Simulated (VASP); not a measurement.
# ZrSi2 (Cmcm) in VASP: single point with PBE

Aim: the single point of ZrSi2 with PBE.

All numbers are computed with VASP 6.6.1; they aren't measurements. Logs are shortened: lines on timing, memory, paths and dates and some standing lists are left out, and cuts for length are marked.

## (1) The cell of the first run

It takes space group Cmcm (No. 63, orthorhombic). The conventional cell has a = 3.706 Å, b = 14.735 Å, c = 3.672 Å, α = 90.00°, β = 90.00°, γ = 90.00°. Within 3.6 Å of Zr (site symmetry m2m) lie 10 Si at 2.72 to 2.97 Å. Si (site symmetry m2m) has 2 Si at 2.40 Å and 6 Zr at 2.72 to 2.97 Å within 3.2 Å. Within 3.4 Å of Si (site symmetry m2m) lie 4 Si at 2.61 Å and 4 Zr at 2.81 to 2.83 Å.

## (2) Single point, PBE, collinear spin, ferromagnetic start

The input, INCAR:

```
PREC = Accurate
ENCUT = 520
EDIFF = 1E-7
ISMEAR = 0
SIGMA = 0.1
LREAL = F
LASPH = T
NELM = 150
ALGO = Normal
ISIF = 2
LWAVE = F
LCHARG = F
ISPIN = 2
MAGMOM = 1 1 0 0 0 0
LORBIT = 11
LMAXMIX = 4
GGA = PE
NBANDS = 33
```

The input, KPOINTS:

```
Automatic mesh
0
Gamma
  6 6 6
```

The input, POSCAR:

```
ZrSi2
1.0
    1.8530000400     -7.3674998300      0.0000000000
    1.8530000400      7.3674998300      0.0000000000
    0.0000000000      0.0000000000      3.6719999300
Zr Si
2 4
Direct
    0.8945999900      0.1054000100      0.2500000000
    0.1054000100      0.8945999900      0.7500000000
    0.5522000000      0.4478000000      0.2500000000
    0.4478000000      0.5522000000      0.7500000000
    0.2495999900      0.7504000100      0.2500000000
    0.7504000100      0.2495999900      0.7500000000
```

Potentials or basis: VASP PAW PBE potentials, release 64 (Zr_sv, Si).

Launch:

```sh
> cat potpaw_PBE.64/Zr_sv/POTCAR potpaw_PBE.64/Si/POTCAR > POTCAR
> mpirun -np 1 vasp_std > vasp.out
```

OUTCAR:

```text
PREC = Accurate
   ENCUT = 520
   EDIFF = 1E-7
   ISMEAR = 0
   LREAL = F
   LASPH = T
   NELM = 150
   ISIF = 2
   ISPIN = 2
   LORBIT = 11
   GGA = PE

 ion  position               nearest neighbor table
   1  0.895  0.105  0.250-   4 2.72   4 2.72   4 2.72   4 2.72   6 2.81   6 2.81   5 2.83   5 2.83
                             3 2.97   3 2.97   2 3.61   2 3.61
   2  0.105  0.895  0.750-   3 2.72   3 2.72   3 2.72   3 2.72   5 2.81   5 2.81   6 2.83   6 2.83
                             4 2.97   4 2.97   1 3.61   1 3.61
   3  0.552  0.448  0.250-   4 2.40   4 2.40   2 2.72   2 2.72   2 2.72   2 2.72   1 2.97   1 2.97

   4  0.448  0.552  0.750-   3 2.40   3 2.40   1 2.72   1 2.72   1 2.72   1 2.72   2 2.97   2 2.97

   5  0.250  0.750  0.250-   6 2.61   6 2.61   6 2.61   6 2.61   2 2.81   2 2.81   1 2.83   1 2.83

   6  0.750  0.250  0.750-   5 2.61   5 2.61   5 2.61   5 2.61   1 2.81   1 2.81   2 2.83   2 2.83

  LATTYP: Found a base centered orthorhombic cell.
 ALAT       =     3.7060000800
 B/A-ratio  =     3.9759847118
 C/A-ratio  =     0.9908256478

  Lattice vectors:

 A1 = (   1.8530000400,  -7.3674998300,   0.0000000000)
 A2 = (   1.8530000400,   7.3674998300,   0.0000000000)
 A3 = (   0.0000000000,   0.0000000000,   3.6719999300)

Analysis of symmetry for initial positions (statically):
=====================================================================
 Subroutine PRICEL returns:
 Original cell was already a primitive cell.

 Routine SETGRP: Setting up the symmetry group for a
 base centered orthorhombic supercell.

 Subroutine GETGRP returns: Found  8 space group operations
 (whereof  4 operations were pure point group operations)
 out of a pool of  8 trial point group operations.

The static configuration has the point symmetry C_2h.
 The point group associated with its full space group is D_2h.

Analysis of symmetry for dynamics (positions and initial velocities):
=====================================================================
 Subroutine PRICEL returns:
 Original cell was already a primitive cell.

 Routine SETGRP: Setting up the symmetry group for a
 base centered orthorhombic supercell.

 Subroutine GETGRP returns: Found  8 space group operations
 (whereof  4 operations were pure point group operations)
 out of a pool of  8 trial point group operations.

The dynamic configuration has the point symmetry C_2h.
 The point group associated with its full space group is D_2h.

Analysis of structural, dynamic, and magnetic symmetry:
=====================================================================
 Subroutine PRICEL returns:
 Original cell was already a primitive cell.

 Routine SETGRP: Setting up the symmetry group for a
 base centered orthorhombic supercell.

 Subroutine GETGRP returns: Found  8 space group operations
 (whereof  4 operations were pure point group operations)
 out of a pool of  8 trial point group operations.

The overall configuration has the point symmetry C_2h.
 The point group associated with its full space group is D_2h.

 Subroutine INISYM returns: Found  8 space group operations
 (whereof  4 operations are pure point group operations),
 and found     1 'primitive' translations

----------------------------------------------------------------------------------------

                                     Primitive cell

  volume of cell :     100.2601

  direct lattice vectors                    reciprocal lattice vectors
     1.853000040 -7.367499830  0.000000000     0.269832698 -0.067865628  0.000000000
     1.853000040  7.367499830  0.000000000     0.269832698  0.067865628  0.000000000
     0.000000000  0.000000000  3.671999930     0.000000000  0.000000000  0.272331160

  length of vectors
     7.596950894  7.596950894  3.671999930     0.278236281  0.278236281  0.272331160

  position of ions in fractional coordinates (direct lattice)
     0.894599990  0.105400010  0.250000000
     0.105400010  0.894599990  0.750000000
     0.552200000  0.447800000  0.250000000
     0.447800000  0.552200000  0.750000000
     0.249599990  0.750400010  0.250000000
[... 62 lines left out ...]
  0.500000  0.333333  0.166667      8.000000
 [... further k-points ...]
   k-points           NKPTS =     52   k-points in BZ     NKDIM =     52   number of bands    NBANDS=     33
   number of dos      NEDOS =    301   number of ions     NIONS =      6
   total plane-waves  NPLWV = 100800
   dimension x,y,z NGX =    60 NGY =   60 NGZ =   28
   dimension x,y,z NGXF=   120 NGYF=  120 NGZF=   56
   ions per type =               2   4
   NGX,Y,Z   is equivalent  to a cutoff of  13.13, 13.13, 12.68 a.u.
   NGXF,Y,Z  is equivalent  to a cutoff of  26.26, 26.26, 25.35 a.u.
 SYSTEM =  unknown system
   PREC   = accura    normal or accurate (medium, high low for compatibility)
   ISTART =      0    job   : 0-new  1-cont  2-samecut
   ICHARG =      2    charge: 1-file 2-atom 10-const
   ISPIN  =      2    spin polarized calculation?
   LNONCOLLINEAR =      F non collinear calculations
   LSORBIT =      F    spin-orbit coupling
   LASPH  =      T    aspherical Exc in radial PAW
   ENCUT  =  520.0 eV  38.22 Ry    6.18 a.u.  14.13 14.13  6.83*2*pi/ulx,y,z
   NELM   =    150;   NELMIN=  2; NELMDL= -5     # of ELM steps
   EDIFF  = 0.1E-06   stopping-criterion for ELM
   LREAL  =      F    real-space projection
   EDIFFG = 0.1E-05   stopping-criterion for IOM
   NSW    =      0    number of steps for IOM
   IBRION =     -1    ionic relax: 0-MD 1-quasi-New 2-CG
   NFREE  =      0    steps in history (QN), initial steepest desc. (CG)
   ISIF   =      2    stress and relaxation
   ISYM   =      2    0-nonsym 1-usesym 2-fastsym
   POTIM  = 0.5000    time-step for ionic-motion
   TEBEG  =    0.0;   TEEND  =   0.0 temperature during run
   PSTRESS=    0.0 pullay stress
   NELECT =      40.0000    total number of electrons
   NUPDOWN=      -1.0000    fix difference up-down
   EMIN   =  10.00;   EMAX   =-10.00  energy-range for DOS
   EFERMI =   0.00;   METHOD = LEGACY
   ISMEAR =     0;   SIGMA  =   0.10  broadening in eV -4-tet -1-fermi 0-gaus
   EFERMI_NEDOS =   21; number of points for ismear=-14 and -15
   IALGO  =     38    algorithm
   IMIX   =      4    mixing-type and parameters
     AMIX     =   0.40;   BMIX     =  1.00
     AMIX_MAG =   1.60;   BMIX_MAG =  1.00
  volume/ion in A,a.u.               =      16.71       112.76
  Fermi-wavevector in a.u.,A,eV,Ry     =   1.205180  2.277461 19.761918  1.452460
  Thomas-Fermi vector in A             =   2.340884
   LORBIT       =     11    0 simple, 1 ext, 2 COOP (PROOUT), +10 PAW based schemes
   GGA     = PE    functional components
   LHFCALC =     F    Hartree Fock is set to
   AEXX    =    0.0000 exact exchange contribution
   IVDW    =     0    specifies the selected vdW correction
   LEPSILON=     F    determine dielectric tensor
   LRPA    =     F    only Hartree local field effects (RPA)
 spin polarized calculation
 Gauss-broadening in eV      SIGMA  =   0.10
  energy-cutoff  :      520.00
  volume of cell :      100.26
 maximum number of plane-waves:      2718
 NGX is ok and might be reduce to    60
   NGX = 29   NGY = 29   NGZ = 13

 number of electron      40.0000000 magnetization       0.0001765

 number of electron      40.0000000 magnetization      -0.0001909

 Free energy of the ion-electron system (eV)
  ---------------------------------------------------
  ext. energy  EPLUGINS =         0.00000000
  ---------------------------------------------------
  free energy    TOTEN  =       -42.70612870 eV

  energy without entropy =      -42.69791604  energy(sigma->0) =      -42.70202237

 E-fermi :  10.0694     XC(G=0): -11.2729

 val. band max:       10.0515944449   @ k =   0.0000   0.0000   0.1667
 cond. band min:      10.0778425211   @ k =   0.3333   0.3333   0.1667
 fundamental gap:      0.0262480762
 Fermi energy:        10.0694351089

 spin component 1

 k-point     1 :       0.0000    0.0000    0.0000
  band No.  band energies     occupation
      1     -38.7382      1.00000
      2     -38.7257      1.00000
      3     -16.9769      1.00000
      4     -16.8302      1.00000
      5     -16.8109      1.00000
      6     -16.8078      1.00000
[... 829 lines left out ...]
     31      14.8470      0.00000
     32      15.3903      0.00000

 [... further k-points ...]

 spin component 2

 k-point     1 :       0.0000    0.0000    0.0000
  band No.  band energies     occupation
      1     -38.7382      1.00000
      2     -38.7257      1.00000
      3     -16.9769      1.00000
      4     -16.8302      1.00000
      5     -16.8109      1.00000
      6     -16.8078      1.00000
[... 829 lines left out ...]
     31      14.8470      0.00000
     32      15.3902      0.00000

 [... further k-points ...]

 [bands above 32 left out]

------------------------ aborting loop because EDIFF is reached ----------------------------------------

  FORCE on cell =-STRESS in cart. coord.  units (eV):
  Direction    XX          YY          ZZ          XY          YZ          ZX
  --------------------------------------------------------------------------------------
  -------------------------------------------------------------------------------------
  Total        0.5298372      0.7886866      0.5185535      0.0000000     -0.0000000      0.0000000
  in kB        8.4669073     12.6033733      8.2865919      0.0000000     -0.0000000      0.0000000
  external PRESSURE =       9.7856242 kB  Pullay stress =       0.0000000 kB

 VOLUME and BASIS-vectors are now :
 -----------------------------------------------------------------------------
  energy-cutoff  :      520.00
  volume of cell :      100.26
      direct lattice vectors                 reciprocal lattice vectors
     1.853000040 -7.367499830  0.000000000     0.269832698 -0.067865628  0.000000000
     1.853000040  7.367499830  0.000000000     0.269832698  0.067865628  0.000000000
     0.000000000  0.000000000  3.671999930     0.000000000  0.000000000  0.272331160

 POSITION                                       TOTAL-FORCE (eV/Angst)
 -----------------------------------------------------------------------------------
      1.85300     -5.81443      0.91800         0.000000     -0.106670      0.000000
      1.85300      5.81443      2.75400         0.000000      0.106670     -0.000000
      1.85300     -0.76917      0.91800         0.000000     -0.190691     -0.000000
      1.85300      0.76917      2.75400         0.000000      0.190691     -0.000000
      1.85300      3.68964      0.91800         0.000000     -0.054199     -0.000000
      1.85300     -3.68964      2.75400         0.000000      0.054199     -0.000000
 -----------------------------------------------------------------------------------
    total drift:                               -0.000000     -0.000000     -0.000000

  FREE ENERGIE OF THE ION-ELECTRON SYSTEM (eV)
  ---------------------------------------------------
  free  energy   TOTEN  =       -42.7061286953 eV

  energy  without entropy=      -42.6979160447  energy(sigma->0) =      -42.70202237

 total charge

# of ion       s       p       d       tot
------------------------------------------
    1        2.151   5.985   1.787   9.923
    2        2.151   5.985   1.787   9.923
    3        0.771   0.926   0.000   1.697
    4        0.771   0.926   0.000   1.697
    5        0.759   0.856   0.000   1.615
    6        0.759   0.856   0.000   1.615
--------------------------------------------------
tot          7.361  15.534   3.575  26.470

 magnetization (x)

# of ion       s       p       d       tot
------------------------------------------
    1       -0.000   0.000  -0.000  -0.000
    2       -0.000   0.000  -0.000  -0.000
    3        0.000   0.000   0.000   0.000
    4        0.000   0.000   0.000   0.000
    5       -0.000   0.000   0.000  -0.000
    6       -0.000   0.000   0.000  -0.000
--------------------------------------------------
tot          0.000   0.000  -0.000  -0.000
```

It took 7.5 min on 1 thread of Intel Xeon Platinum 8488C (Sapphire Rapids), shared host; peak memory 0.53 GiB.

What came out:

| Quantity | Value |
| --- | --- |
| Free energy | -42.7061 eV |
| Pressure | 1.0 GPa |
| Largest force | 0.191 eV/Å |
| Band gap on the k mesh | zero (filled and empty bands overlap) |
| Net moment | 0.00 μB per cell |
| Valence electrons inside the program's atomic spheres | Zr 9.92; Si 1.70, 1.61 |

Forces on the atoms (eV/Å):
```
Zr   0.000 -0.107  0.000
Zr   0.000  0.107  0.000
Si   0.000 -0.191  0.000
Si   0.000  0.191  0.000
Si   0.000 -0.054  0.000
Si   0.000  0.054  0.000
```
